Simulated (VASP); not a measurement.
# Bi (P6_3/mmc) in VASP: settings compared, part 2 of 2

VASP 6.6.1. The steps go on from the part before.

## 4. Electric field gradients, r2SCAN

POSCAR

```
Bi
1.0
    4.5390002997      0.0000000000      0.0000000000
   -2.2695001499      3.9308895674      0.0000000000
    0.0000000000      0.0000000000     11.8290000000
Bi
2
Direct
    0.3333333333      0.6666666667      0.2500000000
    0.6666666667      0.3333333333      0.7500000000
```

INCAR.step1

```
PREC = Accurate ; ENCUT = 520
ISMEAR = -1 ; SIGMA = 0.03
LREAL = False ; LASPH = True
NELM = 60 ; NBANDS = 22
GGA = PE ; ALGO = Normal
EDIFF = 1E-4 ; LWAVE = True
LCHARG = False
```

INCAR.step2

```
PREC = Accurate ; ENCUT = 520
EDIFF = 1E-8 ; ISMEAR = -1
SIGMA = 0.03 ; LREAL = False
LASPH = True ; NELM = 60
ALGO = Normal ; ISIF = 2
LWAVE = False ; LCHARG = False
METAGGA = R2SCAN ; LMIXTAU = True
LEFG = True ; NBANDS = 22
ISTART = 1
```

KPOINTS

```
regular mesh
0
Gamma
  9 9 3
```

Potentials or basis: VASP PAW PBE potentials, release 64 (Bi_d).

Run with:

```sh
cat potpaw_PBE.64/Bi_d/POTCAR > POTCAR
cp INCAR.step1 INCAR
mpirun -np 1 vasp_std > vasp.out
cp INCAR.step2 INCAR
mpirun -np 1 vasp_std > vasp.out
```

OUTCAR:

```text
PREC = Accurate
   ENCUT = 520
   EDIFF = 1E-8
   ISMEAR = -1
   LREAL = False
   LASPH = True
   NELM = 60
   ISIF = 2
   METAGGA = R2SCAN
   ISTART = 1

 ion  position               nearest neighbor table
   1  0.333  0.667  0.250-
   2  0.667  0.333  0.750-

  LATTYP: Found a hexagonal cell.
 ALAT       =     4.5390002997
 C/A-ratio  =     2.6060804624

  Lattice vectors:

 A1 = (   4.5390002997,   0.0000000000,   0.0000000000)
 A2 = (  -2.2695001499,   3.9308895674,   0.0000000000)
 A3 = (   0.0000000000,   0.0000000000,  11.8290000000)

Analysis of symmetry for initial positions (statically):
=====================================================================
 Subroutine PRICEL returns:
 Original cell was already a primitive cell.

 Routine SETGRP: Setting up the symmetry group for a
 hexagonal supercell.

[... 786 lines left out ...]
  energy-cutoff  :      520.00
  volume of cell :      211.06
      direct lattice vectors                 reciprocal lattice vectors
     4.539000300  0.000000000  0.000000000     0.220312830  0.127197672  0.000000000
    -2.269500150  3.930889567  0.000000000     0.000000000  0.254395343  0.000000000
     0.000000000  0.000000000 11.829000000     0.000000000  0.000000000  0.084538000

 POSITION                                       TOTAL-FORCE (eV/Angst)
 -----------------------------------------------------------------------------------
     -0.00000      2.62059      2.95725        -0.000000      0.000000      0.000000
      2.26950      1.31030      8.87175         0.000000      0.000000      0.000000
 -----------------------------------------------------------------------------------
    total drift:                                0.000000     -0.000000      0.000000

  FREE ENERGIE OF THE ION-ELECTRON SYSTEM (eV)
  ---------------------------------------------------
  free  energy   TOTEN  =      -111.8557266185 eV

  energy  without entropy=     -111.8328746354  energy(sigma->0) =     -111.84430063

 Electric field gradients (V/A^2)
---------------------------------------------------------------------
 ion       V_xx      V_yy      V_zz      V_xy      V_xz      V_yz
---------------------------------------------------------------------
   1      84.389    84.391  -168.780     0.001    -0.000     0.000
   2      84.389    84.391  -168.780     0.001     0.000    -0.000
---------------------------------------------------------------------

 Electric field gradients after diagonalization (V/A^2)
 (convention: |V_zz| > |V_xx| > |V_yy|)
----------------------------------------------------------------------
 ion       V_xx      V_yy      V_zz     asymmetry (V_yy - V_xx)/ V_zz
----------------------------------------------------------------------
   1      84.392    84.389  -168.780       0.000
   2      84.392    84.389  -168.780       0.000
----------------------------------------------------------------------

           NMR quadrupolar parameters

 Cq : quadrupolar parameter    Cq=e*Q*V_zz/h
 eta: asymmetry parameters     (V_yy - V_xx)/ V_zz
 Q  : nuclear electric quadrupole moment in mb (millibarn)
----------------------------------------------------------------------
 ion       Cq(MHz)       eta       Q (mb)
----------------------------------------------------------------------
   1      -0.408       0.000       1.000
   2      -0.408       0.000       1.000
----------------------------------------------------------------------
```

It took 5.3 min on 1 thread of Intel Xeon Platinum 8488C (Sapphire Rapids), shared host; peak memory 0.42 GiB.

What came out:

* Free energy: -111.8557 eV
* Pressure: -3.6 GPa
* Band gap on the k mesh: zero (bands 15 and 16 overlap by 2.25 eV)
* Largest electric field gradient by atom: Bi -168.8 V/Å²

Electric field gradients, principal values (V/Å²):
| atom | least | middle | greatest (by size) |
| --- | --- | --- | --- |
| 1 Bi | 84.389 | 84.392 | -168.780 |
| 2 Bi | 84.389 | 84.392 | -168.780 |

Caveat: the cell stands under tension; without QUAD_EFG the Cq values of the log hold for a quadrupole moment of 1 mb, not for the nuclei; the PAW data sets were made with another functional, which shifts forces and pressure a little; spin-orbit coupling is left out, which moves the levels of the heavy elements.

## 5. Electric field gradients, PBE (equal xx and yy strain of -3 %)

INCAR

```
SYSTEM = Bi
ALGO     = Normal         ! electronic algorithm
EDIFF    = 1E-8           ! SCF threshold, eV
ENCUT    = 520            ! plane-wave cutoff, eV
GGA      = PE             ! functional
ISIF     = 2              ! what is computed and relaxed
ISMEAR   = -1             ! smearing method
LASPH    = .TRUE.         ! aspherical terms in the spheres
LCHARG   = .FALSE.        ! write CHGCAR
LEFG     = .TRUE.       
LREAL    = .FALSE.        ! projectors in reciprocal space
LWAVE    = .FALSE.        ! write WAVECAR
NBANDS   = 22             ! bands
NELM     = 80             ! most SCF steps
PREC     = Accurate       ! precision mode
SIGMA    = 0.03           ! smearing width, eV
```

KPOINTS

```
k-points
0
G
  9 9 3
  0 0 0
```

POSCAR

```
Bi
1.0
    4.4028302907      0.0000000000      0.0000000000
   -2.2014151454      3.8129628804      0.0000000000
    0.0000000000      0.0000000000     11.8290000000
Bi
2
Direct
    0.3333333333      0.6666666667      0.2500000000
    0.6666666667      0.3333333333      0.7500000000
```

Potentials or basis: VASP PAW PBE potentials, release 64 (Bi_d).

Run with:

```sh
cat potpaw_PBE.64/Bi_d/POTCAR > POTCAR
mpirun -np 1 vasp_std > vasp.out
```

OUTCAR:

```text
SYSTEM = Bi
   EDIFF = 1E-8
   ENCUT = 520
   GGA = PE
   ISIF = 2
   ISMEAR = -1
   LASPH = .TRUE.
   LREAL = .FALSE.
   NELM = 80
   PREC = Accurate

 ion  position               nearest neighbor table
   1  0.333  0.667  0.250-
   2  0.667  0.333  0.750-

  LATTYP: Found a hexagonal cell.
 ALAT       =     4.4028302907
 C/A-ratio  =     2.6866808891

  Lattice vectors:

 A1 = (   4.4028302907,   0.0000000000,   0.0000000000)
 A2 = (  -2.2014151454,   3.8129628804,   0.0000000000)
 A3 = (   0.0000000000,   0.0000000000,  11.8290000000)

Analysis of symmetry for initial positions (statically):
=====================================================================
 Subroutine PRICEL returns:
 Original cell was already a primitive cell.

 Routine SETGRP: Setting up the symmetry group for a
[... 788 lines left out ...]
  energy-cutoff  :      520.00
  volume of cell :      198.58
      direct lattice vectors                 reciprocal lattice vectors
     4.402830291  0.000000000  0.000000000     0.227126629  0.131131620  0.000000000
    -2.201415145  3.812962880  0.000000000     0.000000000  0.262263240  0.000000000
     0.000000000  0.000000000 11.829000000     0.000000000  0.000000000  0.084538000

 POSITION                                       TOTAL-FORCE (eV/Angst)
 -----------------------------------------------------------------------------------
     -0.00000      2.54198      2.95725        -0.000000     -0.000000      0.000000
      2.20142      1.27099      8.87175         0.000000      0.000000      0.000000
 -----------------------------------------------------------------------------------
    total drift:                               -0.000000      0.000000      0.000000

  FREE ENERGIE OF THE ION-ELECTRON SYSTEM (eV)
  ---------------------------------------------------
  free  energy   TOTEN  =        -3.6117035884 eV

  energy  without entropy=       -3.5920640095  energy(sigma->0) =       -3.60188380

 Electric field gradients (V/A^2)
---------------------------------------------------------------------
 ion       V_xx      V_yy      V_zz      V_xy      V_xz      V_yz
---------------------------------------------------------------------
   1      62.201    62.203  -124.404     0.001     0.000    -0.000
   2      62.201    62.203  -124.404     0.001    -0.000     0.000
---------------------------------------------------------------------

 Electric field gradients after diagonalization (V/A^2)
 (convention: |V_zz| > |V_xx| > |V_yy|)
----------------------------------------------------------------------
 ion       V_xx      V_yy      V_zz     asymmetry (V_yy - V_xx)/ V_zz
----------------------------------------------------------------------
   1      62.203    62.201  -124.404       0.000
   2      62.203    62.201  -124.404       0.000
----------------------------------------------------------------------

           NMR quadrupolar parameters

 Cq : quadrupolar parameter    Cq=e*Q*V_zz/h
 eta: asymmetry parameters     (V_yy - V_xx)/ V_zz
 Q  : nuclear electric quadrupole moment in mb (millibarn)
----------------------------------------------------------------------
 ion       Cq(MHz)       eta       Q (mb)
----------------------------------------------------------------------
   1      -0.301       0.000       1.000
   2      -0.301       0.000       1.000
----------------------------------------------------------------------
```

OSZICAR:

```text
N       E                     dE             d eps       ncg     rms          rms(c)
DAV:   1     0.265227282890E+03    0.26523E+03   -0.14346E+04  1176   0.118E+03
DAV:   2     0.171807574108E+02   -0.24805E+03   -0.24233E+03  1152   0.320E+02
DAV:   3    -0.290452981972E+01   -0.20085E+02   -0.19772E+02  1278   0.118E+02
DAV:   4    -0.359337954350E+01   -0.68885E+00   -0.68643E+00  1256   0.237E+01
DAV:   5    -0.362096665590E+01   -0.27587E-01   -0.27586E-01  1568   0.432E+00    0.809E-01
DAV:   6    -0.360853162914E+01    0.12435E-01   -0.35714E-02  1230   0.147E+00    0.516E-01
DAV:   7    -0.361035817378E+01   -0.18265E-02   -0.39623E-02  1218   0.127E+00    0.132E-01
DAV:   8    -0.361137824711E+01   -0.10201E-02   -0.30437E-03  1170   0.655E-01    0.508E-02
DAV:   9    -0.361162337517E+01   -0.24513E-03   -0.21318E-04  1276   0.806E-02    0.259E-02
DAV:  10    -0.361169839694E+01   -0.75022E-04   -0.77082E-05  1258   0.418E-02    0.335E-03
DAV:  11    -0.361170260413E+01   -0.42072E-05   -0.41334E-06  1236   0.157E-02    0.163E-03
DAV:  12    -0.361170354550E+01   -0.94136E-06   -0.16908E-06  1122   0.856E-03    0.656E-04
DAV:  13    -0.361170356634E+01   -0.20844E-07   -0.83187E-08  1078   0.187E-03    0.315E-04
DAV:  14    -0.361170358291E+01   -0.16566E-07   -0.36189E-08   918   0.109E-03    0.150E-04
DAV:  15    -0.361170358838E+01   -0.54692E-08   -0.11130E-09   882   0.254E-04
   1 F= -.36117036E+01 E0= -.36018838E+01  d E =-.196396E-01
```

Wall time 3.1 min (1 thread of Intel Xeon 8259CL, shared host); peak memory 0.35 GiB.

Results:

- Free energy: -3.6117 eV
- Pressure: -3.6 GPa
- Band gap on the k mesh: zero (bands 15 and 16 overlap by 2.49 eV)
- Largest electric field gradient by atom: Bi -124.4 V/Å²

Levels at points of the mesh, in eV from the Fermi level:
```
           k point  band 13  band 14  band 15  band 16  band 17  band 18
(0.00, 0.00, 0.00)    -0.95    -0.44     1.69     1.69     1.70     1.70
```

Electric field gradients, principal values (V/Å²):
```csv
atom,least,middle,greatest (by size)
1 Bi,62.201,62.203,-124.404
2 Bi,62.201,62.203,-124.404
```

Caveat: the cell differs from its parent crystal (equal xx and yy strain of -3 %); the cell stands under tension; without QUAD_EFG the Cq values of the log hold for a quadrupole moment of 1 mb, not for the nuclei; spin-orbit coupling is left out, which moves the levels of the heavy elements.

## 6. Electric field gradients, PBE

INCAR

```
PREC = Accurate
ENCUT = 520
EDIFF = 1E-8
ISMEAR = -1
SIGMA = 0.03
LREAL = F
LASPH = T
NELM = 100
ALGO = Normal
ISIF = 2
LWAVE = F
LCHARG = F
GGA = PE
LEFG = T
NBANDS = 22
```

KPOINTS

```
Automatic mesh
0
Gamma
  9 9 3
```

POSCAR

```
Bi
1.0
    4.5390002997      0.0000000000      0.0000000000
   -2.2695001499      3.9308895674      0.0000000000
    0.0000000000      0.0000000000     11.8290000000
Bi
2
Direct
    0.3333333333      0.6666666667      0.2500000000
    0.6666666667      0.3333333333      0.7500000000
```

Potentials or basis: VASP PAW PBE potentials, release 64 (Bi_d).

Run with:

```sh
cat potpaw_PBE.64/Bi_d/POTCAR > POTCAR
mpirun -np 1 vasp_std > vasp.out
```

OUTCAR:

```text
PREC = Accurate
   ENCUT = 520
   EDIFF = 1E-8
   ISMEAR = -1
   LREAL = F
   LASPH = T
   NELM = 100
   ISIF = 2
   GGA = PE

 ion  position               nearest neighbor table
   1  0.333  0.667  0.250-
   2  0.667  0.333  0.750-

  LATTYP: Found a hexagonal cell.
 ALAT       =     4.5390002997
 C/A-ratio  =     2.6060804624

  Lattice vectors:

 A1 = (   4.5390002997,   0.0000000000,   0.0000000000)
 A2 = (  -2.2695001499,   3.9308895674,   0.0000000000)
 A3 = (   0.0000000000,   0.0000000000,  11.8290000000)

[... 809 lines left out ...]
  ---------------------------------------------------
  free  energy   TOTEN  =        -3.2212908159 eV

  energy  without entropy=       -3.1991340150  energy(sigma->0) =       -3.21021242

 Electric field gradients (V/A^2)
---------------------------------------------------------------------
 ion       V_xx      V_yy      V_zz      V_xy      V_xz      V_yz
---------------------------------------------------------------------
   1      67.148    67.150  -134.298     0.001    -0.000     0.000
   2      67.148    67.150  -134.298     0.001     0.000    -0.000
---------------------------------------------------------------------

 Electric field gradients after diagonalization (V/A^2)
 (convention: |V_zz| > |V_xx| > |V_yy|)
----------------------------------------------------------------------
 ion       V_xx      V_yy      V_zz     asymmetry (V_yy - V_xx)/ V_zz
----------------------------------------------------------------------
   1      67.150    67.147  -134.298       0.000
   2      67.150    67.147  -134.298       0.000
----------------------------------------------------------------------

           NMR quadrupolar parameters

 Cq : quadrupolar parameter    Cq=e*Q*V_zz/h
 eta: asymmetry parameters     (V_yy - V_xx)/ V_zz
 Q  : nuclear electric quadrupole moment in mb (millibarn)
----------------------------------------------------------------------
 ion       Cq(MHz)       eta       Q (mb)
----------------------------------------------------------------------
   1      -0.325       0.000       1.000
   2      -0.325       0.000       1.000
----------------------------------------------------------------------
```

stdout:

```text
POSCAR found type information on POSCAR Bi
 POSCAR found :  1 types and       2 ions
 scaLAPACK will be used
 LDA part: xc-table for (Slater+PW92), standard interpolation
 POSCAR, INCAR and KPOINTS ok, starting setup
 FFT: planning ... GRIDC
 FFT: planning ... GRID_SOFT
 FFT: planning ... GRID
 WAVECAR not read
 entering main loop
ion   1

ion   2
```

It took 2.5 min on 1 thread of Intel Xeon 8259CL, shared host; peak memory 0.36 GiB.

What came out:

| Item | Value |
| --- | --- |
| Free energy | -3.2213 eV |
| Pressure | -3.3 GPa |
| Band gap on the k mesh | zero (bands 15 and 16 overlap by 2.13 eV) |
| Largest electric field gradient by atom | Bi -134.3 V/Å² |

Electric field gradients, principal values (V/Å²):
```tsv
atom	least	middle	greatest (by size)
1 Bi	67.147	67.150	-134.298
2 Bi	67.147	67.150	-134.298
```

Caveat: the cell stands under tension; without QUAD_EFG the Cq values of the log hold for a quadrupole moment of 1 mb, not for the nuclei; spin-orbit coupling is left out, which moves the levels of the heavy elements.

## 7. The runs side by side

| level | potentials or basis | cell | gap on the mesh (eV) | pressure (GPa) |
| --- | --- | --- | --- | --- |
| LDA | VASP PAW LDA potentials, release 64 (Bi_d) | a = 4.539, b = 4.539, c = 11.829 Å, angles 90.0, 90.0, 120.0°, 2 atoms | none | -3.7 |
| PBEsol | VASP PAW PBE potentials, release 64 (Bi_d) | a = 4.539, b = 4.539, c = 11.829 Å, angles 90.0, 90.0, 120.0°, 2 atoms | none | -3.6 |
| r2SCAN | VASP PAW PBE potentials, release 64 (Bi_d) | a = 4.539, b = 4.539, c = 11.829 Å, angles 90.0, 90.0, 120.0°, 2 atoms | none | -3.6 |
| PBE | VASP PAW PBE potentials, release 64 (Bi_d) | a = 4.403, b = 4.403, c = 11.829 Å, angles 90.0, 90.0, 120.0°, 2 atoms | none | -3.6 |
| PBE | VASP PAW PBE potentials, release 64 (Bi_d) | a = 4.539, b = 4.539, c = 11.829 Å, angles 90.0, 90.0, 120.0°, 2 atoms | none | -3.3 |

Alike in all rows: task electric field gradients; no spin polarisation; k mesh 9 × 9 × 3; cutoff (eV) 520; smearing fermi-dirac 0.03 eV.

Caveats: the cell stands under tension; spin-orbit coupling is left out, which moves the levels of the heavy elements; the PAW data sets were made with another functional, which shifts forces and pressure a little (at least some runs).

Absolute energies hang on the potentials; compare differences alone.
